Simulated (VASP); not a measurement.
# BN (F-43m) in VASP: notebook

The runs below take BN through density of states, vibrations by perturbation theory, with PBE.

All numbers are computed with VASP 6.6.1; they aren't measurements. Logs are shortened: lines on timing, memory, paths and dates and some standing lists are left out, and cuts for length are marked.

## Step 1: The cell of the first run

Symmetry: F-43m, No. 216, cubic system. Conventional cell: a = 3.625 Å, b = 3.625 Å, c = 3.625 Å, α = 90.00°, β = 90.00°, γ = 90.00°. B (site symmetry -43m) has 4 N at 1.57 Å within 2.1 Å. Within 2.1 Å of N (site symmetry -43m) lie 4 B at 1.57 Å.

## Step 2: Density of states, PBE

POSCAR

```
BN
1.0
    0.0000000000      1.8123485120      1.8123485120
    1.8123485120      0.0000000000      1.8123485120
    1.8123485120      1.8123485120      0.0000000000
B N
1 1
Direct
    0.0000000000      0.0000000000      0.0000000000
    0.7500000000      0.7500000000      0.7500000000
```

INCAR.step1

```
SYSTEM = BN
ALGO     = Normal         ! electronic algorithm
EDIFF    = 1E-6           ! SCF threshold, eV
ENCUT    = 520            ! plane-wave cutoff, eV
GGA      = PE             ! functional
ISIF     = 2              ! what is computed and relaxed
ISMEAR   = 0              ! smearing method
LASPH    = .True.         ! aspherical terms in the spheres
LCHARG   = .True.         ! write CHGCAR
LREAL    = .False.        ! projectors in reciprocal space
LWAVE    = .False.        ! write WAVECAR
NBANDS   = 11             ! bands
NELM     = 80             ! most SCF steps
PREC     = Accurate       ! precision mode
SIGMA    = 0.02           ! smearing width, eV
```

KPOINTS.step1

```
k-points
0
Gamma
  12 12 12
  0 0 0
```

INCAR.step2

```
SYSTEM = BN
ALGO     = Normal         ! electronic algorithm
EDIFF    = 1E-6           ! SCF threshold, eV
ENCUT    = 520            ! plane-wave cutoff, eV
GGA      = PE             ! functional
ICHARG   = 11             ! starting density
ISIF     = 2              ! what is computed and relaxed
ISMEAR   = -5             ! smearing method
LASPH    = .True.         ! aspherical terms in the spheres
LCHARG   = .False.        ! write CHGCAR
LORBIT   = 11             ! projections on sites
LREAL    = .False.        ! projectors in reciprocal space
LWAVE    = .False.        ! write WAVECAR
NBANDS   = 11             ! bands
NEDOS    = 1001           ! points of the DOS
NELM     = 80             ! most SCF steps
PREC     = Accurate       ! precision mode
SIGMA    = 0.02           ! smearing width, eV
```

KPOINTS.step2

```
k-points
0
Gamma
  18 18 18
  0 0 0
```

Potentials or basis: VASP PAW PBE potentials, release 64 (B, N).

Launch:

```console
> cat potpaw_PBE.64/B/POTCAR potpaw_PBE.64/N/POTCAR > POTCAR
> cp INCAR.step1 INCAR
> cp KPOINTS.step1 KPOINTS
> mpirun -np 1 vasp_std > vasp.out
> cp INCAR.step2 INCAR
> cp KPOINTS.step2 KPOINTS
> mpirun -np 1 vasp_std > vasp.out
```

OUTCAR:

```text
SYSTEM = BN
   EDIFF = 1E-6
   ENCUT = 520
   GGA = PE
   ICHARG = 11
   ISIF = 2
   ISMEAR = -5
   LASPH = .True.
   LORBIT = 11
   LREAL = .False.
   NELM = 80
   PREC = Accurate

 ion  position               nearest neighbor table
   1  0.000  0.000  0.000-   2 1.57   2 1.57   2 1.57   2 1.57
   2  0.750  0.750  0.750-   1 1.57   1 1.57   1 1.57   1 1.57

  LATTYP: Found a face centered cubic cell.
 ALAT       =     3.6246970240

  Lattice vectors:

 A1 = (   0.0000000000,   1.8123485120,   1.8123485120)
 A2 = (   1.8123485120,   0.0000000000,   1.8123485120)
 A3 = (   1.8123485120,   1.8123485120,   0.0000000000)

Analysis of symmetry for initial positions (statically):
=====================================================================
 Subroutine PRICEL returns:
 Original cell was already a primitive cell.

 Routine SETGRP: Setting up the symmetry group for a
 face centered cubic supercell.

 Subroutine GETGRP returns: Found 24 space group operations
 (whereof 24 operations were pure point group operations)
 out of a pool of 48 trial point group operations.

The static configuration has the point symmetry T_d .

Analysis of symmetry for dynamics (positions and initial velocities):
=====================================================================
 Subroutine PRICEL returns:
 Original cell was already a primitive cell.

 Routine SETGRP: Setting up the symmetry group for a
 face centered cubic supercell.

 Subroutine GETGRP returns: Found 24 space group operations
 (whereof 24 operations were pure point group operations)
 out of a pool of 48 trial point group operations.

The dynamic configuration has the point symmetry T_d .

 Subroutine INISYM returns: Found 24 space group operations
 (whereof 24 operations are pure point group operations),
 and found     1 'primitive' translations

----------------------------------------------------------------------------------------

                                     Primitive cell

  volume of cell :      11.9057

  direct lattice vectors                    reciprocal lattice vectors
     0.000000000  1.812348512  1.812348512    -0.275885127  0.275885127  0.275885127
     1.812348512  0.000000000  1.812348512     0.275885127 -0.275885127  0.275885127
     1.812348512  1.812348512  0.000000000     0.275885127  0.275885127 -0.275885127

  length of vectors
     2.563047845  2.563047845  2.563047845     0.477847058  0.477847058  0.477847058

  position of ions in fractional coordinates (direct lattice)
     0.000000000  0.000000000  0.000000000
     0.750000000  0.750000000  0.750000000

  ion indices of the primitive-cell ions
   primitive index   ion index
                 1           1
                 2           2

----------------------------------------------------------------------------------------

 KPOINTS: k-points

Automatic generation of k-mesh.
 Grid dimensions read from file:
 generate k-points for:   18   18   18

 Generating k-lattice:

  Cartesian coordinates                     Fractional coordinates (reciprocal lattice)
    -0.015326952  0.015326952  0.015326952     0.055555556  0.000000000  0.000000000
     0.015326952 -0.015326952  0.015326952     0.000000000  0.055555556  0.000000000
     0.015326952  0.015326952 -0.015326952     0.000000000  0.000000000  0.055555556

  Length of vectors
     0.026547059  0.026547059  0.026547059

  Shift w.r.t. Gamma in fractional coordinates (k-lattice)
     0.000000000  0.000000000  0.000000000

 TETIRR: Found    806 inequivalent tetrahedra from    34992

 Subroutine IBZKPT returns following result:
 ===========================================

 Found    195 irreducible k-points:

 Following reciprocal coordinates:
            Coordinates               Weight
  0.000000  0.000000  0.000000      1.000000
  0.055556  0.000000  0.000000      8.000000
  0.111111  0.000000  0.000000      8.000000
  0.166667  0.000000  0.000000      8.000000
  0.222222  0.000000  0.000000      8.000000
  0.277778  0.000000  0.000000      8.000000
[... 16 lines left out ...]
 -0.277778  0.055556  0.000000     24.000000
 -0.222222  0.055556  0.000000     24.000000
 [... further k-points ...]
   k-points           NKPTS =    195   k-points in BZ     NKDIM =    195   number of bands    NBANDS=     11
   number of dos      NEDOS =   1001   number of ions     NIONS =      2
   total plane-waves  NPLWV =   8000
   dimension x,y,z NGX =    20 NGY =   20 NGZ =   20
   dimension x,y,z NGXF=    40 NGYF=   40 NGZF=   40
   ions per type =               1   1
   NGX,Y,Z   is equivalent  to a cutoff of  12.97, 12.97, 12.97 a.u.
   NGXF,Y,Z  is equivalent  to a cutoff of  25.95, 25.95, 25.95 a.u.
 SYSTEM =  BN
   PREC   = accura    normal or accurate (medium, high low for compatibility)
   ISTART =      0    job   : 0-new  1-cont  2-samecut
   ICHARG =     11    charge: 1-file 2-atom 10-const
   ISPIN  =      1    spin polarized calculation?
   LNONCOLLINEAR =      F non collinear calculations
   LSORBIT =      F    spin-orbit coupling
   LASPH  =      T    aspherical Exc in radial PAW
   ENCUT  =  520.0 eV  38.22 Ry    6.18 a.u.   4.77  4.77  4.77*2*pi/ulx,y,z
   NELM   =     80;   NELMIN=  2; NELMDL=  0     # of ELM steps
   EDIFF  = 0.1E-05   stopping-criterion for ELM
   LREAL  =      F    real-space projection
   EDIFFG = 0.1E-04   stopping-criterion for IOM
   NSW    =      0    number of steps for IOM
   IBRION =     -1    ionic relax: 0-MD 1-quasi-New 2-CG
   NFREE  =      0    steps in history (QN), initial steepest desc. (CG)
   ISIF   =      2    stress and relaxation
   ISYM   =      2    0-nonsym 1-usesym 2-fastsym
   POTIM  = 0.5000    time-step for ionic-motion
   TEBEG  =    0.0;   TEEND  =   0.0 temperature during run
   PSTRESS=    0.0 pullay stress
   NELECT =       8.0000    total number of electrons
   NUPDOWN=      -1.0000    fix difference up-down
   EMIN   =  10.00;   EMAX   =-10.00  energy-range for DOS
   EFERMI =   0.00;   METHOD = LEGACY
   ISMEAR =    -5;   SIGMA  =   0.02  broadening in eV -4-tet -1-fermi 0-gaus
   EFERMI_NEDOS =   21; number of points for ismear=-14 and -15
   IALGO  =     38    algorithm
   IMIX   =      4    mixing-type and parameters
     AMIX     =   0.40;   BMIX     =  1.00
     AMIX_MAG =   1.60;   BMIX_MAG =  1.00
  volume/ion in A,a.u.               =       5.95        40.17
  Fermi-wavevector in a.u.,A,eV,Ry     =   1.433903  2.709684 27.974638  2.056078
  Thomas-Fermi vector in A             =   2.553370
   LORBIT       =     11    0 simple, 1 ext, 2 COOP (PROOUT), +10 PAW based schemes
   GGA     = PE    functional components
   LHFCALC =     F    Hartree Fock is set to
   AEXX    =    0.0000 exact exchange contribution
   IVDW    =     0    specifies the selected vdW correction
   LEPSILON=     F    determine dielectric tensor
   LRPA    =     F    only Hartree local field effects (RPA)
 non-spin polarized calculation
 Fermi weights with tetrahedron method with Bloechl corrections
  energy-cutoff  :      520.00
  volume of cell :       11.91
 maximum number of plane-waves:       332

 number of electron       7.9999999 magnetization

 Free energy of the ion-electron system (eV)
  ---------------------------------------------------
  ext. energy  EPLUGINS =         0.00000000
  ---------------------------------------------------
  free energy    TOTEN  =       -17.45100025 eV

  energy without entropy =      -17.45100025  energy(sigma->0) =      -17.45100025

 E-fermi :   7.3056     XC(G=0): -12.7824

 val. band max:        7.3042740652   @ k =   0.0000   0.0000   0.0000
 cond. band min:      11.7550724190   @ k =   0.5000   0.5000   0.0000
 fundamental gap:      4.4507983538
 Fermi energy:         7.3055765552

 k-point     1 :       0.0000    0.0000    0.0000
  band No.  band energies     occupation
      1     -12.8353      2.00000
      2       7.3043      2.00000
      3       7.3043      2.00000
      4       7.3043      2.00000
      5      16.0859      0.00000
      6      16.0859      0.00000
      7      16.0859      0.00000
      8      17.5232      0.00000
      9      31.9059      0.00000
     10      34.9749      0.00000
     11      34.9801      0.00000

 k-point     2 :       0.0556    0.0000    0.0000
  band No.  band energies     occupation
      1     -12.7605      2.00000
      2       6.8813      2.00000
      3       7.2221      2.00000
      4       7.2221      2.00000
      5      16.1887      0.00000
      6      16.2109      0.00000
      7      16.2109      0.00000
      8      17.7820      0.00000
      9      31.8243      0.00000
     10      33.5065      0.00000
     11      33.5065      0.00000

 k-point     3 :       0.1111    0.0000    0.0000
  band No.  band energies     occupation
      1     -12.5374      2.00000
      2       5.7823      2.00000
      3       6.9990      2.00000
      4       6.9990      2.00000
      5      16.3832      0.00000
      6      16.5460      0.00000
      7      16.5460      0.00000
      8      18.4945      0.00000
      9      31.5735      0.00000
     10      32.1507      0.00000
     11      32.1507      0.00000
[... 267 lines left out ...]
 k-point    23 :      -0.2778    0.0556    0.0000
  band No.  band energies     occupation
      1     -10.7472      2.00000
      2       0.5436      2.00000
      3       5.3784      2.00000
      4       6.1257      2.00000
      5      17.1996      0.00000
      6      17.6645      0.00000
      7      18.0618      0.00000
      8      21.3092      0.00000
      9      30.0129      0.00000
     10      30.0446      0.00000
     11      32.9160      0.00000

 k-point    24 :      -0.2222    0.0556    0.0000
  band No.  band energies     occupation
      1     -11.4063      2.00000
      2       2.1480      2.00000
      3       5.6553      2.00000
      4       6.4688      2.00000
      5      16.9920      0.00000
      6      17.3345      0.00000
      7      17.8847      0.00000
      8      20.6064      0.00000
      9      29.7189      0.00000
     10      30.0033      0.00000
     11      32.8163      0.00000

 [... further k-points ...]
[... 5 lines left out ...]
  --------------------------------------------------------------------------------------
  -------------------------------------------------------------------------------------
  Total        0.0174010      0.0174010      0.0174010     -0.0000000     -0.0000000      0.0000000
  in kB        2.3416917      2.3416917      2.3416917     -0.0000000     -0.0000000      0.0000000
  external PRESSURE =       2.3416917 kB  Pullay stress =       0.0000000 kB

 VOLUME and BASIS-vectors are now :
 -----------------------------------------------------------------------------
  energy-cutoff  :      520.00
  volume of cell :       11.91
      direct lattice vectors                 reciprocal lattice vectors
     0.000000000  1.812348512  1.812348512    -0.275885127  0.275885127  0.275885127
     1.812348512  0.000000000  1.812348512     0.275885127 -0.275885127  0.275885127
     1.812348512  1.812348512  0.000000000     0.275885127  0.275885127 -0.275885127

 POSITION                                       TOTAL-FORCE (eV/Angst)
 -----------------------------------------------------------------------------------
      0.00000      0.00000      0.00000         0.000000      0.000000      0.000000
      2.71852      2.71852      2.71852        -0.000000     -0.000000     -0.000000
 -----------------------------------------------------------------------------------
    total drift:                               -0.000000     -0.000000     -0.000000

  FREE ENERGIE OF THE ION-ELECTRON SYSTEM (eV)
  ---------------------------------------------------
  free  energy   TOTEN  =       -17.4510002492 eV

  energy  without entropy=      -17.4510002492  energy(sigma->0) =      -17.45100025

 total charge

# of ion       s       p       d       tot
------------------------------------------
    1        0.675   1.349   0.000   2.024
    2        1.213   2.756   0.000   3.968
--------------------------------------------------
tot          1.887   4.105   0.000   5.992
```

Wall time 11 s (1 thread of Intel Xeon 6975P-C (Granite Rapids), shared host); peak memory 0.13 GiB.

Results:

```yaml
Valence_electrons_inside_the_program's_atomic_spheres: B 2.02; N 3.97
```

Levels at points of the mesh, in eV from the valence-band top:
| k point | band 1 | band 2 | band 3 | band 4 | band 5 | band 6 | band 7 | band 8 |
| --- | --- | --- | --- | --- | --- | --- | --- | --- |
| (0.00, 0.00, 0.00) | -20.14 | 0.00 | 0.00 | 0.00 | 8.78 | 8.78 | 8.78 | 10.22 |
| (0.50, 0.00, 0.00) | -15.96 | -10.62 | -1.93 | -1.93 | 10.04 | 10.66 | 10.66 | 15.17 |
| (0.50, 0.50, 0.00) | -14.60 | -8.86 | -4.86 | -4.86 | 4.45 | 9.19 | 17.79 | 17.79 |

(Part 1 of 3 ends here.)
